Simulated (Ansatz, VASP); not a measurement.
# AlN: VASP beside Ansatz

Contents of INCAR:

```
SYSTEM = AlN
PREC     = Accurate       ! precision mode
ENCUT    = 520            ! plane-wave cutoff, eV
EDIFF    = 1E-6           ! SCF threshold, eV
ISMEAR   = 0              ! smearing method
SIGMA    = 0.05           ! smearing width, eV
LREAL    = .FALSE.        ! projectors in reciprocal space
LASPH    = .TRUE.         ! aspherical terms in the spheres
NELM     = 60             ! most SCF steps
ALGO     = Normal         ! electronic algorithm
ISIF     = 2              ! what is computed and relaxed
LWAVE    = .FALSE.        ! write WAVECAR
LCHARG   = .TRUE.         ! write CHGCAR
GGA      = PS             ! functional
LELF     = .TRUE.         ! ELF
LVHAR    = .TRUE.       
NBANDS   = 16             ! bands
```

File KPOINTS:

```
regular mesh
0
G
  9 9 6
  0 0 0
```

The input POSCAR:

```
AlN
1.0
    3.2618000000      0.0000000000      0.0000000000
   -1.6309000000      2.8248016620      0.0000000000
    0.0000000000      0.0000000000      4.2642000000
Al N
2 2
Direct
    0.3333333333      0.6666666667      0.7500000000
    0.6666666667      0.3333333333      0.2500000000
    0.3333333333      0.6666666667      0.2500000000
    0.6666666667      0.3333333333      0.7500000000
```

Input for Ansatz:

```yaml
crystal:
  lattice:
    - [3.2618, 0.0, 0.0]
    - [-1.6309, 2.824801662, 0.0]
    - [0.0, 0.0, 4.2642]
  atoms:
    - { symbol: Al, position: [0.3333333333, 0.6666666667, 0.75] }
    - { symbol: Al, position: [0.6666666667, 0.3333333333, 0.25] }
    - { symbol: "N", position: [0.3333333333, 0.6666666667, 0.25] }
    - { symbol: "N", position: [0.6666666667, 0.3333333333, 0.75] }
basis:
  ecutwfc: 520.0
kpoints:
  mp_grid: { grid: [9, 9, 6] }
hamiltonian:
  xc: pbesol
  pseudopotentials: { kind: paw, azcp: { folder: soft_1 } }
scf:
  occupations: { method: gaussian, width: 0.05 }
output:
  forces: true
  stress: true
  eigenvalues: true
```

Alike in both runs: task single point; functional PBEsol; k mesh 9 × 9 × 6; occupations gaussian, width 0.05 eV; no spin polarisation.

|  | VASP | Ansatz |
| --- | --- | --- |
| version | VASP 6.6.1 | Ansatz 0.2.0 |
| potentials or method | VASP PAW PBE potentials, release 64 (Al, N), cutoff 520 eV | scalar-relativistic, plane waves, PAW |
| valence electrons in the cell | 16 | 16 |

Ansatz gave:

```
gap on the k mesh at the Fermi level (eV)                     : 3.19
least direct gap on the mesh (eV)                             : 3.19
pressure (GPa)                                                : 0.4
traceless stress, the component that is largest in VASP (GPa) : -5.19
```

**Question.** Which values does VASP return?

**Answer.** gap on the k mesh at the Fermi level (eV): 3.20; least direct gap on the mesh (eV): 3.20; pressure (GPa): 0.5; traceless stress, the component that is largest in VASP (GPa): -5.25.

VASP's potentials were made for PBE, not for PBEsol, and Ansatz warns of the same on its side. With one functional, cell and mesh, what is left measures potentials, basis and numerics.
